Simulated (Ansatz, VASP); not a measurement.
**One calculation of SbS5, two programs**

Contents of INCAR:

```
PREC = Accurate
ENCUT = 520
EDIFF = 1E-7
ISMEAR = 0
SIGMA = 0.1
LREAL = False
LASPH = True
NELM = 100
ALGO = Normal
ISIF = 2
LWAVE = False
LCHARG = False
GGA = PE
NBANDS = 26
```

Contents of KPOINTS:

```
Automatic mesh
0
Gamma
  4 4 4
```

Contents of POSCAR:

```
SbS5
1.0
    0.0000000000      4.3268162400      4.3268162400
    4.3268162400      0.0000000000      4.3268162400
    4.3268162400      4.3268162400      0.0000000000
Sb S
1 5
Direct
    0.0000000000      0.0000000000      0.0000000000
    0.2500000000      0.2500000000      0.2500000000
    0.1295901500      0.6234699500      0.6234699500
    0.6234699500      0.6234699500      0.6234699500
    0.6234699500      0.6234699500      0.1295901500
    0.6234699500      0.1295901500      0.6234699500
```

Input for Ansatz:

```yaml
crystal:
  lattice:
    - [0.0, 4.32681624, 4.32681624]
    - [4.32681624, 0.0, 4.32681624]
    - [4.32681624, 4.32681624, 0.0]
  atoms:
    - { symbol: Sb, position: [0.0, 0.0, 0.0] }
    - { symbol: S, position: [0.25, 0.25, 0.25] }
    - { symbol: S, position: [0.12959015, 0.62346995, 0.62346995] }
    - { symbol: S, position: [0.62346995, 0.62346995, 0.62346995] }
    - { symbol: S, position: [0.62346995, 0.62346995, 0.12959015] }
    - { symbol: S, position: [0.62346995, 0.12959015, 0.62346995] }
basis:
  ecutwfc: 420
kpoints:
  mp_grid: { grid: [4, 4, 4] }
hamiltonian:
  xc: pbe
scf:
  occupations: { method: gaussian, width: 0.1 }
  lower_state_search: "off"
output:
  forces: true
  stress: true
  eigenvalues: true
```

Change from the starting cell: species swapped into the ZrNi5 type (F-43m, No. 216).

Alike in both runs: task single point; functional PBE; k mesh 4 × 4 × 4; occupations gaussian, width 0.1 eV; no spin polarisation.

|  | VASP | Ansatz |
| --- | --- | --- |
| version | VASP 6.6.1 | Ansatz 0.2.0 |
| potentials or method | VASP PAW PBE potentials, release 64 (Sb, S), cutoff 520 eV | scalar-relativistic, plane waves, PAW |
| valence electrons in the cell | 35 | 45 |

```tsv
	VASP	Ansatz	Ansatz less VASP
gap on the k mesh at the Fermi level (eV)	none	none	-
pressure (GPa)	-11.5	-11.5	+0.05
rms of the force components (eV/Å)	0.099	0.098	-0.0005
```

Atom by atom the forces differ by 0.001 eV/Å (rms over components). A gap of «none» marks a metal or a gap that the smearing closes. VASP's potentials hold 35 valence electrons a cell and Ansatz's 45, so a difference there can come from the potentials and not from the codes.

Spin-orbit coupling is off throughout.
